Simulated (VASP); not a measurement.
The system is Sn.

```
CELL_PARAMETERS angstrom
-1.91958 1.91958 1.91958
1.91958 -1.91958 1.91958
1.91958 1.91958 -1.91958
ATOMIC_POSITIONS crystal
Sn 0.00000 0.00000 0.00000
```

This cell differs from its parent crystal: volume scaled by 1.04.

Base run:

| Property | Result |
| --- | --- |
| Program | VASP 6.6.1 |
| Functional | PBE |
| Potentials or basis | VASP PAW PBE potentials, release 64 (Sn_d) |
| Cutoff | 520 eV |
| k mesh | 10 × 10 × 10 |
| Occupations | fermi-dirac, width 0.05 eV |
| Spin | no spin polarisation |

Its results: band gap on the k mesh zero (band 7 reaches 15.22 eV, above the bottom of band 8 at 5.46 eV); pressure -1.0 GPa.

Task: After a change of settings the same cell gave: band gap on the k mesh zero (band 7 reaches 15.04 eV, above the bottom of band 8 at 5.30 eV); pressure -3.8 GPa. Which change was it?
A. further incar settings from ALGO = Fast; EDIFF = 1e-06; NBANDS = 13 to ALGO = Normal; EDIFF = 1e-06; NBANDS = 13
B. functional from PBE to PBEsol; further incar settings from ALGO = Fast; EDIFF = 1e-06; NBANDS = 13 to ALGO = Fast; EDIFF = 1e-07; NBANDS = 13
C. functional from PBE to r2SCAN; further incar settings from ALGO = Fast; EDIFF = 1e-06; NBANDS = 13 to ALGO = Normal; EDIFF = 1e-07; NBANDS = 13

Result: B.

Caveats: spin-orbit coupling is left out, which moves the levels of the heavy elements; the PAW data sets were made with another functional, which shifts forces and pressure a little (some runs).
